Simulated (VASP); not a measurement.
# GaN (P6_3mc) in VASP: a series of runs

The runs below take GaN through single point, with r2SCAN.

Everything below comes from runs of VASP 6.6.1. Logs are shortened: lines on timing, memory, paths and dates and some standing lists are left out, and cuts for length are marked.

**1. The cell of the first run**

It takes space group P6_3mc (No. 186, hexagonal). Conventional cell: a = 3.183 Å, b = 3.183 Å, c = 5.184 Å, α = 90.00°, β = 90.00°, γ = 120.00°. Ga (site symmetry 3m) has 4 N at 1.95 Å within 2.6 Å. Within 2.6 Å of N (site symmetry 3m) lie 4 Ga at 1.95 Å.

**2. Single point, r2SCAN**

File POSCAR:

```
GaN
1.0
    3.1831495727      0.0000000000      0.0000000000
   -1.5915747864      2.7566883940      0.0000000000
    0.0000000000      0.0000000000      5.1836255482
Ga N
2 2
Direct
    0.3333333333      0.6666666667     -0.0008868499
    0.6666666667      0.3333333333      0.4991131501
    0.3333333333      0.6666666667      0.3758868499
    0.6666666667      0.3333333333      0.8758868499
```

File INCAR.step1:

```
SYSTEM = GaN
  PREC = Accurate
  ENCUT = 1460
  ISMEAR = 0
  SIGMA = 0.01
  LREAL = .FALSE.
  LASPH = .TRUE.
  NELM = 120
  NBANDS = 26
  GGA = PE
  ALGO = Normal
  EDIFF = 1E-5
  LWAVE = .TRUE.
  LCHARG = .FALSE.
  GGA_COMPAT = .FALSE.
```

File INCAR.step2:

```
SYSTEM = GaN
  PREC = Accurate
  ENCUT = 1460
  EDIFF = 1E-6
  ISMEAR = 0
  SIGMA = 0.01
  LREAL = .FALSE.
  LASPH = .TRUE.
  NELM = 120
  ALGO = Normal
  ISIF = 2
  LWAVE = .FALSE.
  LCHARG = .FALSE.
  METAGGA = R2SCAN
  LMIXTAU = .TRUE.
  NBANDS = 26
  ISTART = 1
  GGA_COMPAT = .FALSE.
```

File KPOINTS:

```
Automatic mesh
0
G
  9 9 4
  0 0 0
```

Potentials or basis: VASP PAW PBE potentials, release 64 (Ga_d, N_h).

Run with:

```console
$ cat potpaw_PBE.64/Ga_d/POTCAR potpaw_PBE.64/N_h/POTCAR > POTCAR
$ cp INCAR.step1 INCAR
$ mpirun -np 1 vasp_std > vasp.out
$ cp INCAR.step2 INCAR
$ mpirun -np 1 vasp_std > vasp.out
```

OUTCAR:

```text
SYSTEM = GaN
   PREC = Accurate
   ENCUT = 1460
   EDIFF = 1E-6
   ISMEAR = 0
   LREAL = .FALSE.
   LASPH = .TRUE.
   NELM = 120
   ISIF = 2
   METAGGA = R2SCAN
   ISTART = 1

 ion  position               nearest neighbor table
   1  0.333  0.667  0.999-   4 1.95   4 1.95   4 1.95   3 1.95
   2  0.667  0.333  0.499-   3 1.95   3 1.95   3 1.95   4 1.95
   3  0.333  0.667  0.376-   2 1.95   2 1.95   2 1.95   1 1.95
   4  0.667  0.333  0.876-   1 1.95   1 1.95   1 1.95   2 1.95

  LATTYP: Found a hexagonal cell.
 ALAT       =     3.1831495727
 C/A-ratio  =     1.6284580507

  Lattice vectors:

 A1 = (   3.1831495727,   0.0000000000,   0.0000000000)
 A2 = (  -1.5915747864,   2.7566883940,   0.0000000000)
 A3 = (   0.0000000000,   0.0000000000,   5.1836255482)

Analysis of symmetry for initial positions (statically):
=====================================================================
 Subroutine PRICEL returns:
 Original cell was already a primitive cell.

 Routine SETGRP: Setting up the symmetry group for a
 hexagonal supercell.

 Subroutine GETGRP returns: Found 12 space group operations
 (whereof  6 operations were pure point group operations)
 out of a pool of 24 trial point group operations.

The static configuration has the point symmetry C_3v.
 The point group associated with its full space group is C_6v.

Analysis of symmetry for dynamics (positions and initial velocities):
=====================================================================
 Subroutine PRICEL returns:
 Original cell was already a primitive cell.

 Routine SETGRP: Setting up the symmetry group for a
 hexagonal supercell.

 Subroutine GETGRP returns: Found 12 space group operations
 (whereof  6 operations were pure point group operations)
 out of a pool of 24 trial point group operations.

The dynamic configuration has the point symmetry C_3v.
 The point group associated with its full space group is C_6v.

 Subroutine INISYM returns: Found 12 space group operations
 (whereof  6 operations are pure point group operations),
 and found     1 'primitive' translations

----------------------------------------------------------------------------------------

                                     Primitive cell

  volume of cell :      45.4861

  direct lattice vectors                    reciprocal lattice vectors
     3.183149573  0.000000000  0.000000000     0.314154260  0.181377047  0.000000000
    -1.591574786  2.756688394  0.000000000     0.000000000  0.362754094  0.000000000
     0.000000000  0.000000000  5.183625548     0.000000000  0.000000000  0.192915169

  length of vectors
     3.183149573  3.183149573  5.183625548     0.362754094  0.362754094  0.192915169

  position of ions in fractional coordinates (direct lattice)
     0.333333333  0.666666667  0.999113150
     0.666666667  0.333333333  0.499113150
     0.333333333  0.666666667  0.375886850
     0.666666667  0.333333333  0.875886850

  ion indices of the primitive-cell ions
   primitive index   ion index
                 1           1
                 2           2
                 3           3
                 4           4

----------------------------------------------------------------------------------------

 KPOINTS: Automatic mesh

Automatic generation of k-mesh.
 Grid dimensions read from file:
 generate k-points for:    9    9    4

 Generating k-lattice:

  Cartesian coordinates                     Fractional coordinates (reciprocal lattice)
     0.034906029  0.020153005  0.000000000     0.111111111 -0.000000000  0.000000000
     0.000000000  0.040306010  0.000000000     0.000000000  0.111111111  0.000000000
     0.000000000  0.000000000  0.048228792     0.000000000  0.000000000  0.250000000

  Length of vectors
     0.040306010  0.040306010  0.048228792

  Shift w.r.t. Gamma in fractional coordinates (k-lattice)
     0.000000000  0.000000000  0.000000000

 Subroutine IBZKPT returns following result:
 ===========================================

 Found     36 irreducible k-points:

 Following reciprocal coordinates:
            Coordinates               Weight
  0.000000  0.000000  0.000000      1.000000
  0.111111 -0.000000  0.000000      6.000000
  0.222222 -0.000000  0.000000      6.000000
  0.333333 -0.000000  0.000000      6.000000
  0.444444 -0.000000  0.000000      6.000000
  0.111111  0.111111  0.000000      6.000000
[... 16 lines left out ...]
  0.333333  0.222222  0.250000     24.000000
  0.333333  0.333333  0.250000      4.000000
 [... further k-points ...]
   k-points           NKPTS =     36   k-points in BZ     NKDIM =     36   number of bands    NBANDS=     26
   number of dos      NEDOS =    301   number of ions     NIONS =      4
   total plane-waves  NPLWV = 112000
   dimension x,y,z NGX =    40 NGY =   40 NGZ =   70
   dimension x,y,z NGXF=    80 NGYF=   80 NGZF=  140
   ions per type =               2   2
   NGX,Y,Z   is equivalent  to a cutoff of  20.89, 20.89, 22.45 a.u.
   NGXF,Y,Z  is equivalent  to a cutoff of  41.78, 41.78, 44.90 a.u.
 SYSTEM =  GaN
   PREC   = accura    normal or accurate (medium, high low for compatibility)
   ISTART =      1    job   : 0-new  1-cont  2-samecut
   ICHARG =      0    charge: 1-file 2-atom 10-const
   ISPIN  =      1    spin polarized calculation?
   LNONCOLLINEAR =      F non collinear calculations
   LSORBIT =      F    spin-orbit coupling
   LASPH  =      T    aspherical Exc in radial PAW
   ENCUT  = 1460.0 eV 107.31 Ry   10.36 a.u.   9.92  9.92 16.15*2*pi/ulx,y,z
   NELM   =    120;   NELMIN=  2; NELMDL=  0     # of ELM steps
   EDIFF  = 0.1E-05   stopping-criterion for ELM
   LREAL  =      F    real-space projection
   EDIFFG = 0.1E-04   stopping-criterion for IOM
   NSW    =      0    number of steps for IOM
   IBRION =     -1    ionic relax: 0-MD 1-quasi-New 2-CG
   NFREE  =      0    steps in history (QN), initial steepest desc. (CG)
   ISIF   =      2    stress and relaxation
   ISYM   =      2    0-nonsym 1-usesym 2-fastsym
   POTIM  = 0.5000    time-step for ionic-motion
   TEBEG  =    0.0;   TEEND  =   0.0 temperature during run
   PSTRESS=    0.0 pullay stress
   NELECT =      36.0000    total number of electrons
   NUPDOWN=      -1.0000    fix difference up-down
   EMIN   =  10.00;   EMAX   =-10.00  energy-range for DOS
   EFERMI =   0.00;   METHOD = LEGACY
   ISMEAR =     0;   SIGMA  =   0.01  broadening in eV -4-tet -1-fermi 0-gaus
   EFERMI_NEDOS =   21; number of points for ismear=-14 and -15
   IALGO  =     38    algorithm
   IMIX   =      4    mixing-type and parameters
     AMIX     =   0.40;   BMIX     =  1.00
     AMIX_MAG =   1.60;   BMIX_MAG =  1.00
  volume/ion in A,a.u.               =      11.37        76.74
  Fermi-wavevector in a.u.,A,eV,Ry     =   1.514315  2.861640 31.200198  2.293150
  Thomas-Fermi vector in A             =   2.623989
   LORBIT       =      0    0 simple, 1 ext, 2 COOP (PROOUT), +10 PAW based schemes
   METAGGA = R2SCAN    functional components
   LHFCALC =     F    Hartree Fock is set to
   AEXX    =    0.0000 exact exchange contribution
   IVDW    =     0    specifies the selected vdW correction
   LEPSILON=     F    determine dielectric tensor
   LRPA    =     F    only Hartree local field effects (RPA)
 non-spin polarized calculation
 Gauss-broadening in eV      SIGMA  =   0.01
  energy-cutoff  :     1460.00
  volume of cell :       45.49
 maximum number of plane-waves:      5792
 NGX is ok and might be reduce to    40
   NGX = 19   NGY = 19   NGZ = 33

 number of electron      36.0000001 magnetization

 Free energy of the ion-electron system (eV)
  ---------------------------------------------------
  ext. energy  EPLUGINS =         0.00000000
  ---------------------------------------------------
  free energy    TOTEN  =       -43.82782061 eV

  energy without entropy =      -43.82782061  energy(sigma->0) =      -43.82782061

 E-fermi :   5.4771     XC(G=0): -12.6556

 val. band max:        5.3982745317   @ k =   0.0000   0.0000   0.0000
 cond. band min:       7.7405570008   @ k =   0.0000   0.0000   0.0000
 fundamental gap:      2.3422824691
 Fermi energy:         5.4770755423

 k-point     1 :       0.0000    0.0000    0.0000
  band No.  band energies     occupation
      1     -11.4152      2.00000
      2     -10.4090      2.00000
      3      -8.4303      2.00000
      4      -8.4147      2.00000
      5      -8.4147      2.00000
      6      -8.3462      2.00000
[... 18 lines left out ...]
     25      17.8881      0.00000
     26      17.8881      0.00000

 k-point     2 :       0.1111   -0.0000    0.0000
  band No.  band energies     occupation
      1     -11.2939      2.00000
      2     -10.3740      2.00000
      3      -8.4171      2.00000
      4      -8.3965      2.00000
      5      -8.3742      2.00000
      6      -8.3302      2.00000
[... 18 lines left out ...]
     25      17.4288      0.00000
     26      18.1679      0.00000

 k-point     3 :       0.2222   -0.0000    0.0000
  band No.  band energies     occupation
      1     -10.9858      2.00000
      2     -10.2976      2.00000
      3      -8.3793      2.00000
      4      -8.3588      2.00000
      5      -8.2935      2.00000
      6      -8.2579      2.00000
[... 18 lines left out ...]
     25      17.6192      0.00000
     26      18.7650      0.00000

 k-point     4 :       0.3333   -0.0000    0.0000
  band No.  band energies     occupation
      1     -10.6494      2.00000
      2     -10.2340      2.00000
      3      -8.3548      2.00000
      4      -8.3347      2.00000
      5      -8.2409      2.00000
      6      -8.1882      2.00000
[... 18 lines left out ...]
     25      17.7745      0.00000
     26      19.4237      0.00000
[... 496 lines left out ...]
      1     -10.4380      2.00000
      2     -10.2319      2.00000
      3      -8.3422      2.00000
      4      -8.3076      2.00000
      5      -8.2438      2.00000
      6      -8.2214      2.00000
[... 18 lines left out ...]
     25      17.5423      0.00000
     26      19.6244      0.00000

 k-point    23 :       0.3333    0.2222    0.2500
  band No.  band energies     occupation
      1     -10.3088      2.00000
      2     -10.2136      2.00000
      3      -8.3518      2.00000
      4      -8.2859      2.00000
      5      -8.2371      2.00000
      6      -8.1865      2.00000
[... 18 lines left out ...]
     25      18.4610      0.00000
     26      19.7088      0.00000

 k-point    24 :       0.3333    0.3333    0.2500
  band No.  band energies     occupation
      1     -10.2377      2.00000
      2     -10.2377      2.00000
      3      -8.3615      2.00000
      4      -8.2441      2.00000
      5      -8.2441      2.00000
      6      -8.1830      2.00000
[... 18 lines left out ...]
     25      19.3468      0.00000
     26      19.8462      0.00000

 [... further k-points ...]
[... 5 lines left out ...]
  --------------------------------------------------------------------------------------
  -------------------------------------------------------------------------------------
  Total        0.2877571      0.2877571      0.2793363     -0.0000000      0.0000000      0.0000000
  in kB       10.1358076     10.1358076      9.8391949     -0.0000000      0.0000000      0.0000000
  external PRESSURE =      10.0369367 kB  Pullay stress =       0.0000000 kB

 VOLUME and BASIS-vectors are now :
 -----------------------------------------------------------------------------
  energy-cutoff  :     1460.00
  volume of cell :       45.49
      direct lattice vectors                 reciprocal lattice vectors
     3.183149573  0.000000000  0.000000000     0.314154260  0.181377047  0.000000000
    -1.591574786  2.756688394  0.000000000     0.000000000  0.362754094  0.000000000
     0.000000000  0.000000000  5.183625548     0.000000000  0.000000000  0.192915169

 POSITION                                       TOTAL-FORCE (eV/Angst)
 -----------------------------------------------------------------------------------
     -0.00000      1.83779      5.17903         0.000000     -0.000000      0.000135
      1.59157      0.91890      2.58722         0.000000     -0.000000      0.000135
     -0.00000      1.83779      1.94846        -0.000000      0.000000     -0.000135
      1.59157      0.91890      4.54027         0.000000     -0.000000     -0.000135
 -----------------------------------------------------------------------------------
    total drift:                               -0.000000      0.000000     -0.008099

  FREE ENERGIE OF THE ION-ELECTRON SYSTEM (eV)
  ---------------------------------------------------
  free  energy   TOTEN  =       -43.8278206107 eV

  energy  without entropy=      -43.8278206107  energy(sigma->0) =      -43.82782061
```

It took 9.7 min on 1 thread of Intel Xeon Platinum 8259CL at 2.50GHz (Skylake/Cascade Lake), shared host; peak memory 0.48 GiB.

Results:

| Item | Value |
| --- | --- |
| Free energy | -43.8278 eV |
| Pressure | 1.0 GPa |
| Band gap on the k mesh | 2.34 eV |

Caveat: the PAW data sets were made with another functional, which shifts forces and pressure a little. r2SCAN opens gaps a little over a GGA but as a rule still falls short of measured ones.

(Part 1 of 2 ends here.)
